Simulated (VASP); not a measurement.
# Be2C (Fm-3m) in VASP: notebook

The runs below take Be2C through relaxation of cell and atoms, with PBEsol.

All numbers are computed with VASP 6.6.1; they aren't measurements. Logs are shortened: lines on timing, memory, paths and dates and some standing lists are left out, and cuts for length are marked.

## Step 1: The cell of the first run

It takes space group Fm-3m (No. 225, cubic). Conventional cell: a = 4.311 Å, b = 4.311 Å, c = 4.311 Å, α = 90.00°, β = 90.00°, γ = 90.00°. Within 2.5 Å of Be (site symmetry -43m) lie 4 C at 1.87 Å and 6 Be at 2.16 Å. C (site symmetry m-3m) has 8 Be at 1.87 Å within 2.5 Å.

## Step 2: Relaxation of cell and atoms, PBEsol, target pressure 7 GPa, at which the enthalpy is minimised

INCAR

```
SYSTEM = Be2C
ALGO = Normal ; EDIFF = 1E-7
EDIFFG = -0.002 ; ENCUT = 600
GGA = PS ; GGA_COMPAT = .FALSE.
IBRION = 2 ; ISIF = 3
ISMEAR = 0 ; LASPH = .TRUE.
LCHARG = .FALSE. ; LREAL = .FALSE.
LWAVE = .FALSE. ; NELM = 120
NELMIN = 4 ; NSW = 100
PREC = Accurate ; PSTRESS = 70.0
SIGMA = 0.01
```

KPOINTS

```
k-points
0
G
  10 10 10
  0 0 0
```

POSCAR

```
Be2C
1.0
    2.1553793063      2.1553793063      0.0000000000
   -2.1553793063      2.1553793063      0.0000000000
    0.0000000000      2.1553793063      2.1553793063
Be C
2 1
Direct
    0.2500000000      0.7500000000      0.5000000000
    0.7500000000      0.2500000000      0.5000000000
    0.0000000000      0.0000000000      0.0000000000
```

Potentials or basis: VASP PAW PBE potentials, release 64 (Be, C).

Run with:

```bash
$ cat potpaw_PBE.64/Be/POTCAR potpaw_PBE.64/C/POTCAR > POTCAR
$ mpirun -np 1 vasp_std > vasp.out
```

OUTCAR:

```text
SYSTEM = Be2C
   EDIFF = 1E-7
   EDIFFG = -0.002
   ENCUT = 600
   GGA = PS
   IBRION = 2
   ISIF = 3
   ISMEAR = 0
   LASPH = .TRUE.
   LREAL = .FALSE.
   NELM = 120
   NELMIN = 4
   NSW = 100
   PREC = Accurate
   PSTRESS = 70.0

 ion  position               nearest neighbor table
   1  0.250  0.750  0.500-   3 1.87   3 1.87   3 1.87   3 1.87   2 2.16   2 2.16   2 2.16   2 2.16
                             2 2.16   2 2.16
   2  0.750  0.250  0.500-   3 1.87   3 1.87   3 1.87   3 1.87   1 2.16   1 2.16   1 2.16   1 2.16
                             1 2.16   1 2.16
   3  0.000  0.000  0.000-   2 1.87   1 1.87   2 1.87   1 1.87   1 1.87   2 1.87   1 1.87   2 1.87

  LATTYP: Found a face centered cubic cell.
 ALAT       =     4.3107586126

  Lattice vectors:

 A1 = (   0.0000000000,   2.1553793063,   2.1553793063)
 A2 = (   2.1553793063,   0.0000000000,   2.1553793063)
 A3 = (   2.1553793063,   2.1553793063,   0.0000000000)

Analysis of symmetry for initial positions (statically):
=====================================================================
 Subroutine PRICEL returns:
 Original cell was already a primitive cell.

 Routine SETGRP: Setting up the symmetry group for a
 face centered cubic supercell.

 Subroutine GETGRP returns: Found 48 space group operations
 (whereof 48 operations were pure point group operations)
 out of a pool of 48 trial point group operations.

The static configuration has the point symmetry O_h .

Analysis of symmetry for dynamics (positions and initial velocities):
=====================================================================
 Subroutine PRICEL returns:
 Original cell was already a primitive cell.

 Routine SETGRP: Setting up the symmetry group for a
 face centered cubic supercell.

 Subroutine GETGRP returns: Found 48 space group operations
 (whereof 48 operations were pure point group operations)
 out of a pool of 48 trial point group operations.

The dynamic configuration has the point symmetry O_h .

 Subroutine INISYM returns: Found 48 space group operations
 (whereof 48 operations are pure point group operations),
 and found     1 'primitive' translations

----------------------------------------------------------------------------------------

                                     Primitive cell

  volume of cell :      20.0263

  direct lattice vectors                    reciprocal lattice vectors
     2.155379306  2.155379306  0.000000000     0.231977731  0.231977731 -0.231977731
    -2.155379306  2.155379306  0.000000000    -0.231977731  0.231977731 -0.231977731
     0.000000000  2.155379306  2.155379306     0.000000000  0.000000000  0.463955461

  length of vectors
     3.048166647  3.048166647  3.048166647     0.401797216  0.401797216  0.463955461

  position of ions in fractional coordinates (direct lattice)
     0.250000000  0.750000000  0.500000000
     0.750000000  0.250000000  0.500000000
     0.000000000  0.000000000  0.000000000

  ion indices of the primitive-cell ions
   primitive index   ion index
                 1           1
                 2           2
                 3           3

----------------------------------------------------------------------------------------

 KPOINTS: k-points

Automatic generation of k-mesh.
 Grid dimensions read from file:
 generate k-points for:   10   10   10

 Generating k-lattice:

  Cartesian coordinates                     Fractional coordinates (reciprocal lattice)
     0.023197773  0.023197773 -0.023197773     0.100000000  0.000000000  0.000000000
    -0.023197773  0.023197773 -0.023197773     0.000000000  0.100000000  0.000000000
     0.000000000  0.000000000  0.046395546     0.000000000  0.000000000  0.100000000

  Length of vectors
     0.040179722  0.040179722  0.046395546

  Shift w.r.t. Gamma in fractional coordinates (k-lattice)
     0.000000000  0.000000000  0.000000000

 Subroutine IBZKPT returns following result:
 ===========================================

 Found     47 irreducible k-points:

 Following reciprocal coordinates:
            Coordinates               Weight
  0.000000  0.000000  0.000000      1.000000
  0.100000  0.000000  0.000000      8.000000
  0.200000  0.000000  0.000000      8.000000
  0.300000  0.000000  0.000000      8.000000
  0.400000  0.000000  0.000000      8.000000
  0.500000  0.000000  0.000000      4.000000
[... 16 lines left out ...]
  0.300000  0.300000  0.000000     12.000000
  0.400000  0.300000  0.000000     24.000000
 [... further k-points ...]
   k-points           NKPTS =     47   k-points in BZ     NKDIM =     47   number of bands    NBANDS=      8
   number of dos      NEDOS =    301   number of ions     NIONS =      3
   total plane-waves  NPLWV =  13824
   dimension x,y,z NGX =    24 NGY =   24 NGZ =   24
   dimension x,y,z NGXF=    48 NGYF=   48 NGZF=   48
   ions per type =               2   1
   NGX,Y,Z   is equivalent  to a cutoff of  13.09, 13.09, 13.09 a.u.
   NGXF,Y,Z  is equivalent  to a cutoff of  26.18, 26.18, 26.18 a.u.
 SYSTEM =  Be2C
   PREC   = accura    normal or accurate (medium, high low for compatibility)
   ISTART =      0    job   : 0-new  1-cont  2-samecut
   ICHARG =      2    charge: 1-file 2-atom 10-const
   ISPIN  =      1    spin polarized calculation?
   LNONCOLLINEAR =      F non collinear calculations
   LSORBIT =      F    spin-orbit coupling
   LASPH  =      T    aspherical Exc in radial PAW
   ENCUT  =  600.0 eV  44.10 Ry    6.64 a.u.   6.09  6.09  6.09*2*pi/ulx,y,z
   NELM   =    120;   NELMIN=  4; NELMDL= -5     # of ELM steps
   EDIFF  = 0.1E-06   stopping-criterion for ELM
   LREAL  =      F    real-space projection
   EDIFFG = -.2E-02   stopping-criterion for IOM
   NSW    =    100    number of steps for IOM
   IBRION =      2    ionic relax: 0-MD 1-quasi-New 2-CG
   NFREE  =      1    steps in history (QN), initial steepest desc. (CG)
   ISIF   =      3    stress and relaxation
   ISYM   =      2    0-nonsym 1-usesym 2-fastsym
   POTIM  = 0.5000    time-step for ionic-motion
   TEBEG  =    0.0;   TEEND  =   0.0 temperature during run
   PSTRESS=   70.0 pullay stress
   NELECT =       8.0000    total number of electrons
   NUPDOWN=      -1.0000    fix difference up-down
   EMIN   =  10.00;   EMAX   =-10.00  energy-range for DOS
   EFERMI =   0.00;   METHOD = LEGACY
   ISMEAR =     0;   SIGMA  =   0.01  broadening in eV -4-tet -1-fermi 0-gaus
   EFERMI_NEDOS =   21; number of points for ismear=-14 and -15
   IALGO  =     38    algorithm
   IMIX   =      4    mixing-type and parameters
     AMIX     =   0.40;   BMIX     =  1.00
     AMIX_MAG =   1.60;   BMIX_MAG =  1.00
  volume/ion in A,a.u.               =       6.68        45.05
  Fermi-wavevector in a.u.,A,eV,Ry     =   1.205696  2.278435 19.778825  1.453703
  Thomas-Fermi vector in A             =   2.341385
   LORBIT       =      0    0 simple, 1 ext, 2 COOP (PROOUT), +10 PAW based schemes
   GGA     = PS    functional components
   LHFCALC =     F    Hartree Fock is set to
   AEXX    =    0.0000 exact exchange contribution
   IVDW    =     0    specifies the selected vdW correction
   LEPSILON=     F    determine dielectric tensor
   LRPA    =     F    only Hartree local field effects (RPA)
 conjugate gradient relaxation of ions
 non-spin polarized calculation
 Gauss-broadening in eV      SIGMA  =   0.01
  energy-cutoff  :      600.00
  volume of cell :       20.03
 maximum number of plane-waves:       692
   NGX = 13   NGY = 13   NGZ = 13

--------------------------------------- Ionic step        1  -------------------------------------------

 number of electron       8.0000000 magnetization

 Free energy of the ion-electron system (eV)
  ---------------------------------------------------
  ext. energy  EPLUGINS =         0.00000000
  ---------------------------------------------------
  free energy    TOTEN  =       -18.41285036 eV

  energy without entropy =      -18.41285036  energy(sigma->0) =      -18.41285036

------------------------ aborting loop because EDIFF is reached ----------------------------------------

  FORCE on cell =-STRESS in cart. coord.  units (eV):
  Direction    XX          YY          ZZ          XY          YZ          ZX
  --------------------------------------------------------------------------------------
  -------------------------------------------------------------------------------------
  Total        0.0705121      0.0705121      0.0705121      0.0000000     -0.0000000      0.0000000
  in kB        5.6412221      5.6412221      5.6412221      0.0000000     -0.0000000      0.0000000
  external PRESSURE =     -64.3587779 kB  Pullay stress =      70.0000000 kB
[... 63 lines left out ...]
  enthalpy is  TOTEN    =       -17.5486461544 eV   P V=        0.8414420147

--------------------------------------- Ionic step        3  -------------------------------------------

 number of electron       7.9999999 magnetization

 Free energy of the ion-electron system (eV)
  ---------------------------------------------------
  ext. energy  EPLUGINS =         0.00000000
  ---------------------------------------------------
  free energy    TOTEN  =       -18.39931674 eV

  energy without entropy =      -18.39931674  energy(sigma->0) =      -18.39931674

 E-fermi :   8.2370     XC(G=0): -11.6797

 val. band max:        8.1116797201   @ k =   0.0000   0.0000   0.0000
 cond. band min:       9.1895700446   @ k =   0.5000   0.5000   0.0000
 fundamental gap:      1.0778903245
 Fermi energy:         8.2370114893

 k-point     1 :       0.0000    0.0000    0.0000
  band No.  band energies     occupation
      1      -7.2362      2.00000
      2       8.1117      2.00000
      3       8.1117      2.00000
      4       8.1117      2.00000
      5      12.2735      0.00000
      6      12.2735      0.00000
      7      12.2735      0.00000
      8      15.2904      0.00000
[... 243 lines left out ...]
 k-point    24 :       0.4000    0.3000    0.0000
  band No.  band energies     occupation
      1      -3.4668      2.00000
      2       0.3853      2.00000
      3       2.3426      2.00000
      4       4.3313      2.00000
      5      11.9378      0.00000
      6      17.7447      0.00000
      7      18.2723      0.00000
      8      19.1987      0.00000

 [... further k-points ...]
[... 5 lines left out ...]
  --------------------------------------------------------------------------------------
  -------------------------------------------------------------------------------------
  Total        0.8504509      0.8504509      0.8504509      0.0000000      0.0000000     -0.0000000
  in kB       70.0847149     70.0847149     70.0847149      0.0000000      0.0000000     -0.0000000
  external PRESSURE =       0.0847149 kB  Pullay stress =      70.0000000 kB
[... 18 lines left out ...]
  FREE ENERGIE OF THE ION-ELECTRON SYSTEM (eV)
  ---------------------------------------------------
  free  energy   TOTEN  =       -18.3993167373 eV

  energy  without entropy=      -18.3993167373  energy(sigma->0) =      -18.39931674

  enthalpy is  TOTEN    =       -17.5498938415 eV   P V=        0.8494228958

 reached required accuracy - stopping structural energy minimisation
```

Wall time 7 s (1 thread of Intel Xeon 6975P-C (Granite Rapids), shared host); peak memory 0.14 GiB.

What came out:

| Item | Value |
| --- | --- |
| Free energy | -18.3993 eV |
| Relaxed volume | 6.48 Å³/atom |
| Relaxed cell | a = 3.018 Å, b = 3.018 Å, c = 3.018 Å, α = 60.00°, β = 60.00°, γ = 90.00° |
| Space group after relaxing (to 0.1 Å) | Fm-3m (No. 225) |
| Energy change on relaxing (the run minimises the enthalpy) | +4.5 meV/atom |
| Ionic steps | 3 |
| Pressure after relaxing | 7.0 GPa |
| Band gap on the k mesh | 1.08 eV (least direct gap 4.16 eV) |

Step by step:
```
step  energy change (eV)  largest force (eV/Å)  pressure (GPa)  volume (Å³)
   1              0.0000                0.0000            0.56        20.03
   2              0.0228                0.0000            9.22        19.26
   3              0.0135                0.0000            7.01        19.44
```

Final structure:
```xyz
3
Lattice="2.1342 2.1342 0.0000 -2.1342 2.1342 0.0000 0.0000 2.1342 2.1342" Properties=species:S:1:pos:R:3 pbc="T T T"
Be   -1.0671    3.2013    1.0671
Be    1.0671    3.2013    1.0671
C     0.0000    0.0000    0.0000
```

Caveat: the cell is relaxed towards a set pressure, so the run minimises the enthalpy, not the energy; the PAW data sets were made with another functional, which shifts forces and pressure a little. A k mesh can miss the band edges.

## Step 3: Relaxation of cell and atoms, PBEsol, target pressure 10 GPa, at which the enthalpy is minimised

INCAR

```
SYSTEM = Be2C
PREC     = Accurate       ! precision mode
ENCUT    = 600            ! plane-wave cutoff, eV
EDIFF    = 1E-7           ! SCF threshold, eV
ISMEAR   = 0              ! smearing method
SIGMA    = 0.01           ! smearing width, eV
LREAL    = .False.        ! projectors in reciprocal space
LASPH    = .True.         ! aspherical terms in the spheres
NELM     = 120            ! most SCF steps
ALGO     = Normal         ! electronic algorithm
ISIF     = 3              ! what is computed and relaxed
LWAVE    = .False.        ! write WAVECAR
LCHARG   = .False.        ! write CHGCAR
GGA      = PS             ! functional
IBRION   = 2              ! ionic algorithm
NSW      = 100            ! ionic steps
EDIFFG   = -0.002         ! ionic threshold
PSTRESS  = 100.0        
GGA_COMPAT= .False.      
NELMIN   = 4
```

KPOINTS

```
Automatic mesh
0
Gamma
  10 10 10
  0 0 0
```

POSCAR is that of step 2.

Potentials or basis: VASP PAW PBE potentials, release 64 (Be, C).

Run with:

```bash
$ cat potpaw_PBE.64/Be/POTCAR potpaw_PBE.64/C/POTCAR > POTCAR
$ mpirun -np 1 vasp_std > vasp.out
```

Wall time 7.2 s (1 thread of Intel Xeon 6975P-C (Granite Rapids), shared host); peak memory 0.14 GiB.

The run converged. Its results:

| Quantity | Value |
| --- | --- |
| Free energy | -18.3862 eV |
| Relaxed volume | 6.40 Å³/atom |
| Relaxed cell | a = 3.005 Å, b = 3.005 Å, c = 3.005 Å, α = 60.00°, β = 60.00°, γ = 90.00° |
| Space group after relaxing (to 0.1 Å) | Fm-3m (No. 225) |
| Energy change on relaxing (the run minimises the enthalpy) | +8.9 meV/atom |
| Ionic steps | 3 |
| Pressure after relaxing | 10.0 GPa |
| Band gap on the k mesh | 1.08 eV (least direct gap 4.18 eV) |

The path:
| step | energy change (eV) | largest force (eV/Å) | pressure (GPa) | volume (Å³) |
| --- | --- | --- | --- | --- |
| 1 | 0.0000 | 0.0000 | 0.56 | 20.03 |
| 2 | 0.0477 | 0.0000 | 13.69 | 18.91 |
| 3 | 0.0267 | 0.0000 | 10.01 | 19.19 |

Final structure:
```xyz
3
Lattice="2.1251 2.1251 0.0000 -2.1251 2.1251 0.0000 0.0000 2.1251 2.1251" Properties=species:S:1:pos:R:3 pbc="T T T"
Be   -1.0625    3.1876    1.0625
Be    1.0625    3.1876    1.0625
C     0.0000    0.0000    0.0000
```

Levels at points of the mesh, in eV from the valence-band top:
| k point | band 1 | band 2 | band 3 | band 4 | band 5 | band 6 | band 7 | band 8 |
| --- | --- | --- | --- | --- | --- | --- | --- | --- |
| (0.00, 0.00, 0.00) | -15.44 | 0.00 | 0.00 | 0.00 | 4.18 | 4.18 | 4.18 | 7.32 |
| (0.50, 0.00, 0.00) | -12.42 | -9.12 | -1.93 | -1.93 | 5.05 | 5.05 | 7.62 | 10.05 |
| (0.50, 0.50, 0.00) | -11.68 | -6.99 | -4.99 | -4.99 | 1.08 | 6.11 | 13.81 | 13.81 |

Caveat: the cell is relaxed towards a set pressure, so the run minimises the enthalpy, not the energy; the PAW data sets were made with another functional, which shifts forces and pressure a little. A k mesh can miss the band edges.

(Part 1 of 2 ends here.)
